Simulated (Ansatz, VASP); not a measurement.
Two plane-wave programs on MgO

```
Mg O
1.0
     0.00000    2.07959    2.07959
     2.07959    0.00000    2.07959
     2.07959    2.07959    0.00000
Mg O
1 1
Cartesian
  0.0000 0.0000 0.0000
  2.0796 2.0796 2.0796
```

Alike in both runs: task single point; functional r2SCAN; k mesh 10 × 10 × 10; no spin polarisation.

```csv
,VASP,Ansatz
version,VASP 6.6.1,Ansatz 0.2.0
potentials or method,"VASP PAW PBE potentials, release 64 (Mg, O)","PAW with Ansatz's default frozen-core files, scalar-relativistic"
plane-wave cutoff (eV),520,500
occupations,"gaussian, width 0.01 eV",fixed
valence electrons in the cell,8,16
```

```tsv
	VASP	Ansatz	Ansatz less VASP
gap on the k mesh at the Fermi level (eV)	6.00	6.02	+0.025
pressure (GPa)	4.6	5.8	+1.16
```

VASP's potentials were made for PBE, not for r2SCAN. VASP's potentials hold 8 valence electrons a cell and Ansatz's 16, so a difference there can come from the potentials and not from the codes.
